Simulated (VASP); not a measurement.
# CdSe (Fm-3m) in VASP: a series of runs

CdSe is run at these levels: r2SCAN; tasks: single point.

Everything below comes from runs of VASP 6.6.1. Logs are shortened: lines on timing, memory, paths and dates and some standing lists are left out, and cuts for length are marked.

### Step 1. The cell of the first run

The structure is cubic, space group Fm-3m (No. 225). The conventional cell has a = 5.278 Å, b = 5.278 Å, c = 5.278 Å, α = 90.00°, β = 90.00°, γ = 90.00°. Cd (site symmetry m-3m) has 6 Se at 2.64 Å within 3.5 Å. Within 3.5 Å of Se (site symmetry m-3m) lie 6 Cd at 2.64 Å.

### Step 2. Single point, r2SCAN (volume scaled by 0.800)

File POSCAR:

```
CdSe
1.0
    0.0000000000      2.6389211189      2.6389211189
    2.6389211189      0.0000000000      2.6389211189
    2.6389211189      2.6389211189      0.0000000000
Cd Se
1 1
Direct
    0.0000000000      0.0000000000      0.0000000000
    0.5000000000      0.5000000000      0.5000000000
```

File INCAR.step1:

```
SYSTEM = CdSe
PREC = Accurate
ENCUT = 520
ISMEAR = 0
SIGMA = 0.05
LREAL = .False.
LASPH = .True.
NELM = 60
NBANDS = 16
GGA = PE
ALGO = Normal
EDIFF = 1E-4
LWAVE = .True.
LCHARG = .False.
```

File INCAR.step2:

```
SYSTEM = CdSe
PREC = Accurate
ENCUT = 520
EDIFF = 1E-6
ISMEAR = 0
SIGMA = 0.05
LREAL = .False.
LASPH = .True.
NELM = 60
ALGO = Normal
ISIF = 2
LWAVE = .False.
LCHARG = .False.
METAGGA = R2SCAN
LMIXTAU = .True.
NBANDS = 16
ISTART = 1
```

File KPOINTS:

```
Automatic mesh
0
Gamma
  12 12 12
  0 0 0
```

Potentials or basis: VASP PAW PBE potentials, release 64 (Cd, Se).

On the command line:

```console
> cat potpaw_PBE.64/Cd/POTCAR potpaw_PBE.64/Se/POTCAR > POTCAR
> cp INCAR.step1 INCAR
> mpirun -np 1 vasp_std > vasp.out
> cp INCAR.step2 INCAR
> mpirun -np 1 vasp_std > vasp.out
```

OUTCAR:

```text
SYSTEM = CdSe
   PREC = Accurate
   ENCUT = 520
   EDIFF = 1E-6
   ISMEAR = 0
   LREAL = .False.
   LASPH = .True.
   NELM = 60
   ISIF = 2
   METAGGA = R2SCAN
   ISTART = 1

 ion  position               nearest neighbor table
   1  0.000  0.000  0.000-   2 2.64   2 2.64   2 2.64   2 2.64   2 2.64   2 2.64
   2  0.500  0.500  0.500-   1 2.64   1 2.64   1 2.64   1 2.64   1 2.64   1 2.64

  LATTYP: Found a face centered cubic cell.
 ALAT       =     5.2778422378

  Lattice vectors:

 A1 = (   0.0000000000,   2.6389211189,   2.6389211189)
 A2 = (   2.6389211189,   0.0000000000,   2.6389211189)
 A3 = (   2.6389211189,   2.6389211189,   0.0000000000)

Analysis of symmetry for initial positions (statically):
=====================================================================
 Subroutine PRICEL returns:
 Original cell was already a primitive cell.

 Routine SETGRP: Setting up the symmetry group for a
 face centered cubic supercell.

 Subroutine GETGRP returns: Found 48 space group operations
 (whereof 48 operations were pure point group operations)
 out of a pool of 48 trial point group operations.

The static configuration has the point symmetry O_h .

Analysis of symmetry for dynamics (positions and initial velocities):
=====================================================================
 Subroutine PRICEL returns:
 Original cell was already a primitive cell.

 Routine SETGRP: Setting up the symmetry group for a
 face centered cubic supercell.

 Subroutine GETGRP returns: Found 48 space group operations
 (whereof 48 operations were pure point group operations)
 out of a pool of 48 trial point group operations.

The dynamic configuration has the point symmetry O_h .

 Subroutine INISYM returns: Found 48 space group operations
 (whereof 48 operations are pure point group operations),
 and found     1 'primitive' translations

----------------------------------------------------------------------------------------

                                     Primitive cell

  volume of cell :      36.7544

  direct lattice vectors                    reciprocal lattice vectors
     0.000000000  2.638921119  2.638921119    -0.189471370  0.189471370  0.189471370
     2.638921119  0.000000000  2.638921119     0.189471370 -0.189471370  0.189471370
     2.638921119  2.638921119  0.000000000     0.189471370  0.189471370 -0.189471370

  length of vectors
     3.731998036  3.731998036  3.731998036     0.328174040  0.328174040  0.328174040

  position of ions in fractional coordinates (direct lattice)
     0.000000000  0.000000000  0.000000000
     0.500000000  0.500000000  0.500000000

  ion indices of the primitive-cell ions
   primitive index   ion index
                 1           1
                 2           2

----------------------------------------------------------------------------------------

 KPOINTS: Automatic mesh

Automatic generation of k-mesh.
 Grid dimensions read from file:
 generate k-points for:   12   12   12

 Generating k-lattice:

  Cartesian coordinates                     Fractional coordinates (reciprocal lattice)
    -0.015789281  0.015789281  0.015789281     0.083333333  0.000000000  0.000000000
     0.015789281 -0.015789281  0.015789281     0.000000000  0.083333333  0.000000000
     0.015789281  0.015789281 -0.015789281     0.000000000  0.000000000  0.083333333

  Length of vectors
     0.027347837  0.027347837  0.027347837

  Shift w.r.t. Gamma in fractional coordinates (k-lattice)
     0.000000000  0.000000000  0.000000000

 Subroutine IBZKPT returns following result:
 ===========================================

 Found     72 irreducible k-points:

 Following reciprocal coordinates:
            Coordinates               Weight
  0.000000  0.000000  0.000000      1.000000
  0.083333  0.000000  0.000000      8.000000
  0.166667  0.000000  0.000000      8.000000
  0.250000  0.000000  0.000000      8.000000
  0.333333  0.000000  0.000000      8.000000
  0.416667  0.000000  0.000000      8.000000
[... 16 lines left out ...]
  0.500000  0.166667  0.000000     24.000000
 -0.416667  0.166667  0.000000     24.000000
 [... further k-points ...]
   k-points           NKPTS =     72   k-points in BZ     NKDIM =     72   number of bands    NBANDS=     16
   number of dos      NEDOS =    301   number of ions     NIONS =      2
   total plane-waves  NPLWV =  21952
   dimension x,y,z NGX =    28 NGY =   28 NGZ =   28
   dimension x,y,z NGXF=    56 NGYF=   56 NGZF=   56
   ions per type =               1   1
   NGX,Y,Z   is equivalent  to a cutoff of  12.47, 12.47, 12.47 a.u.
   NGXF,Y,Z  is equivalent  to a cutoff of  24.95, 24.95, 24.95 a.u.
 SYSTEM =  CdSe
   PREC   = accura    normal or accurate (medium, high low for compatibility)
   ISTART =      1    job   : 0-new  1-cont  2-samecut
   ICHARG =      0    charge: 1-file 2-atom 10-const
   ISPIN  =      1    spin polarized calculation?
   LNONCOLLINEAR =      F non collinear calculations
   LSORBIT =      F    spin-orbit coupling
   LASPH  =      T    aspherical Exc in radial PAW
   ENCUT  =  520.0 eV  38.22 Ry    6.18 a.u.   6.94  6.94  6.94*2*pi/ulx,y,z
   NELM   =     60;   NELMIN=  2; NELMDL=  0     # of ELM steps
   EDIFF  = 0.1E-05   stopping-criterion for ELM
   LREAL  =      F    real-space projection
   EDIFFG = 0.1E-04   stopping-criterion for IOM
   NSW    =      0    number of steps for IOM
   IBRION =     -1    ionic relax: 0-MD 1-quasi-New 2-CG
   NFREE  =      0    steps in history (QN), initial steepest desc. (CG)
   ISIF   =      2    stress and relaxation
   ISYM   =      2    0-nonsym 1-usesym 2-fastsym
   POTIM  = 0.5000    time-step for ionic-motion
   TEBEG  =    0.0;   TEEND  =   0.0 temperature during run
   PSTRESS=    0.0 pullay stress
   NELECT =      18.0000    total number of electrons
   NUPDOWN=      -1.0000    fix difference up-down
   EMIN   =  10.00;   EMAX   =-10.00  energy-range for DOS
   EFERMI =   0.00;   METHOD = LEGACY
   ISMEAR =     0;   SIGMA  =   0.05  broadening in eV -4-tet -1-fermi 0-gaus
   EFERMI_NEDOS =   21; number of points for ismear=-14 and -15
   IALGO  =     38    algorithm
   IMIX   =      4    mixing-type and parameters
     AMIX     =   0.40;   BMIX     =  1.00
     AMIX_MAG =   1.60;   BMIX_MAG =  1.00
  volume/ion in A,a.u.               =      18.38       124.02
  Fermi-wavevector in a.u.,A,eV,Ry     =   1.290415  2.438530 22.656010  1.665170
  Thomas-Fermi vector in A             =   2.422248
   LORBIT       =      0    0 simple, 1 ext, 2 COOP (PROOUT), +10 PAW based schemes
   METAGGA = R2SCAN    functional components
   LHFCALC =     F    Hartree Fock is set to
   AEXX    =    0.0000 exact exchange contribution
   IVDW    =     0    specifies the selected vdW correction
   LEPSILON=     F    determine dielectric tensor
   LRPA    =     F    only Hartree local field effects (RPA)
 non-spin polarized calculation
 Gauss-broadening in eV      SIGMA  =   0.05
  energy-cutoff  :      520.00
  volume of cell :       36.75
 maximum number of plane-waves:      1004
   NGX = 13   NGY = 13   NGZ = 13

 number of electron      17.9999994 magnetization

 Free energy of the ion-electron system (eV)
  ---------------------------------------------------
  ext. energy  EPLUGINS =         0.00000000
  ---------------------------------------------------
  free energy    TOTEN  =       -35.05436336 eV

  energy without entropy =      -35.05411332  energy(sigma->0) =      -35.05423834

 E-fermi :   4.7187     XC(G=0): -11.8827

 val. band max:        4.6636073820   @ k =   0.5000   0.0000   0.0000
 cond. band min:       4.9064765083   @ k =   0.4167   0.4167   0.0000
 fundamental gap:      0.2428691263
 Fermi energy:         4.7186756445

 k-point     1 :       0.0000    0.0000    0.0000
  band No.  band energies     occupation
      1     -10.6531      2.00000
      2      -4.2775      2.00000
      3      -4.2775      2.00000
      4      -4.2495      2.00000
      5      -4.2495      2.00000
      6      -4.2495      2.00000
[... 8 lines left out ...]
     15      16.6681      0.00000
     16      16.6681      0.00000

 k-point     2 :       0.0833    0.0000    0.0000
  band No.  band energies     occupation
      1     -10.5710      2.00000
      2      -4.3117      2.00000
      3      -4.3117      2.00000
      4      -4.2620      2.00000
      5      -4.2336      2.00000
      6      -4.2336      2.00000
[... 8 lines left out ...]
     15      15.7212      0.00000
     16      15.8735      0.00000

 k-point     3 :       0.1667    0.0000    0.0000
  band No.  band energies     occupation
      1     -10.3335      2.00000
      2      -4.4088      2.00000
      3      -4.4088      2.00000
      4      -4.3035      2.00000
      5      -4.1833      2.00000
      6      -4.1833      2.00000
[... 8 lines left out ...]
     15      15.3641      0.00000
     16      15.7253      0.00000

 k-point     4 :       0.2500    0.0000    0.0000
  band No.  band energies     occupation
      1      -9.9693      2.00000
      2      -4.5368      2.00000
      3      -4.5368      2.00000
      4      -4.3870      2.00000
      5      -4.1126      2.00000
      6      -4.1126      2.00000
[... 8 lines left out ...]
     15      15.9791      0.00000
     16      15.9791      0.00000

 k-point     5 :       0.3333    0.0000    0.0000
  band No.  band energies     occupation
      1      -9.5400      2.00000
      2      -4.6592      2.00000
      3      -4.6592      2.00000
      4      -4.5285      2.00000
      5      -4.0405      2.00000
      6      -4.0405      2.00000
[... 8 lines left out ...]
     15      17.0010      0.00000
     16      17.0010      0.00000

 k-point     6 :       0.4167    0.0000    0.0000
  band No.  band energies     occupation
      1      -9.1619      2.00000
      2      -4.7455      2.00000
      3      -4.7455      2.00000
      4      -4.7051      2.00000
      5      -3.9868      2.00000
      6      -3.9868      2.00000
[... 8 lines left out ...]
     15      18.1894      0.00000
     16      18.1894      0.00000

 k-point     7 :       0.5000    0.0000    0.0000
  band No.  band energies     occupation
      1      -9.0033      2.00000
      2      -4.7961      2.00000
      3      -4.7765      2.00000
      4      -4.7765      2.00000
      5      -3.9669      2.00000
      6      -3.9669      2.00000
[... 8 lines left out ...]
     15      18.9024      0.00000
     16      18.9024      0.00000

 k-point     8 :       0.0833    0.0833    0.0000
  band No.  band energies     occupation
      1     -10.5453      2.00000
      2      -4.3620      2.00000
      3      -4.2674      2.00000
      4      -4.2650      2.00000
      5      -4.2345      2.00000
      6      -4.2345      2.00000
[... 8 lines left out ...]
     15      16.4895      0.00000
     16      17.2730      0.00000

 k-point     9 :       0.1667    0.0833    0.0000
  band No.  band energies     occupation
      1     -10.3645      2.00000
      2      -4.4599      2.00000
      3      -4.3141      2.00000
      4      -4.2906      2.00000
      5      -4.2056      2.00000
      6      -4.1827      2.00000
[... 8 lines left out ...]
     15      16.7839      0.00000
     16      16.7848      0.00000
[... 172 lines left out ...]
 k-point    19 :       0.1667    0.1667    0.0000
  band No.  band energies     occupation
      1     -10.2536      2.00000
      2      -4.5400      2.00000
      3      -4.3070      2.00000
      4      -4.2397      2.00000
      5      -4.1871      2.00000
      6      -4.1871      2.00000
[... 8 lines left out ...]
     15      18.4316      0.00000
     16      18.5008      0.00000

 k-point    20 :       0.2500    0.1667    0.0000
  band No.  band energies     occupation
      1     -10.0171      2.00000
      2      -4.6139      2.00000
      3      -4.3378      2.00000
      4      -4.2930      2.00000
      5      -4.1449      2.00000
      6      -4.1091      2.00000
[... 8 lines left out ...]
     15      18.0689      0.00000
     16      18.4807      0.00000

 k-point    21 :       0.3333    0.1667    0.0000
  band No.  band energies     occupation
      1      -9.6952      2.00000
      2      -4.6535      2.00000
      3      -4.4022      2.00000
      4      -4.3810      2.00000
      5      -4.0850      2.00000
      6      -4.0252      2.00000
[... 8 lines left out ...]
     15      18.3588      0.00000
     16      18.4892      0.00000

 k-point    22 :       0.4167    0.1667    0.0000
  band No.  band energies     occupation
      1      -9.3590      2.00000
      2      -4.6400      2.00000
      3      -4.5258      2.00000
      4      -4.4474      2.00000
      5      -4.0142      2.00000
      6      -3.9679      2.00000
[... 8 lines left out ...]
     15      18.9487      0.00000
     16      19.3049      0.00000

 k-point    23 :       0.5000    0.1667    0.0000
  band No.  band energies     occupation
      1      -9.1113      2.00000
      2      -4.6331      2.00000
      3      -4.6030      2.00000
      4      -4.5170      2.00000
      5      -3.9494      2.00000
      6      -3.9475      2.00000
[... 8 lines left out ...]
     15      19.2186      0.00000
     16      19.8135      0.00000

 k-point    24 :      -0.4167    0.1667    0.0000
  band No.  band energies     occupation
      1      -9.0559      2.00000
      2      -4.7008      2.00000
      3      -4.6717      2.00000
      4      -4.4628      2.00000
      5      -3.9710      2.00000
      6      -3.9081      2.00000
[... 8 lines left out ...]
     15      17.8620      0.00000
     16      19.1404      0.00000

 [... further k-points ...]

------------------------ aborting loop because EDIFF is reached ----------------------------------------

  FORCE on cell =-STRESS in cart. coord.  units (eV):
  Direction    XX          YY          ZZ          XY          YZ          ZX
  --------------------------------------------------------------------------------------
  -------------------------------------------------------------------------------------
  Total        6.2842353      6.2842353      6.2842353     -0.0000000      0.0000000     -0.0000000
  in kB      273.9389594    273.9389594    273.9389594     -0.0000000      0.0000000     -0.0000000
  external PRESSURE =     273.9389594 kB  Pullay stress =       0.0000000 kB

 VOLUME and BASIS-vectors are now :
 -----------------------------------------------------------------------------
  energy-cutoff  :      520.00
  volume of cell :       36.75
      direct lattice vectors                 reciprocal lattice vectors
     0.000000000  2.638921119  2.638921119    -0.189471370  0.189471370  0.189471370
     2.638921119  0.000000000  2.638921119     0.189471370 -0.189471370  0.189471370
     2.638921119  2.638921119  0.000000000     0.189471370  0.189471370 -0.189471370

 POSITION                                       TOTAL-FORCE (eV/Angst)
 -----------------------------------------------------------------------------------
      0.00000      0.00000      0.00000        -0.000000      0.000000     -0.000000
      2.63892      2.63892      2.63892         0.000000      0.000000      0.000000
 -----------------------------------------------------------------------------------
    total drift:                               -0.000000      0.000000      0.000000

  FREE ENERGIE OF THE ION-ELECTRON SYSTEM (eV)
  ---------------------------------------------------
  free  energy   TOTEN  =       -35.0543633581 eV

  energy  without entropy=      -35.0541133240  energy(sigma->0) =      -35.05423834
```

Run time: 3.8 min. Hardware: 1 thread of Intel Xeon 8259CL, shared host; peak memory 0.2 GiB.

What came out:

```
Free energy            : -35.0544 eV
Pressure               : 27.4 GPa
Band gap on the k mesh : zero (band 9 reaches 4.66 eV, above the bottom of band 10 at 4.55 eV)
```

Levels at points of the mesh, in eV from the Fermi level:
| k point | band 5 | band 6 | band 7 | band 8 | band 9 | band 10 | band 11 | band 12 | band 13 | band 14 |
| --- | --- | --- | --- | --- | --- | --- | --- | --- | --- | --- |
| (0.00, 0.00, 0.00) | -8.97 | -8.97 | -1.21 | -1.21 | -1.21 | 1.96 | 9.26 | 9.26 | 9.26 | 10.54 |
| (0.50, 0.00, 0.00) | -8.69 | -8.69 | -6.40 | -0.06 | -0.06 | 3.31 | 5.57 | 5.57 | 8.65 | 13.16 |
| (0.50, 0.50, 0.00) | -8.59 | -7.50 | -6.11 | -3.29 | -3.29 | -0.17 | 5.42 | 12.50 | 13.15 | 13.15 |

Caveat: the PAW data sets were made with another functional, which shifts forces and pressure a little.

[end of part 1 of 2]
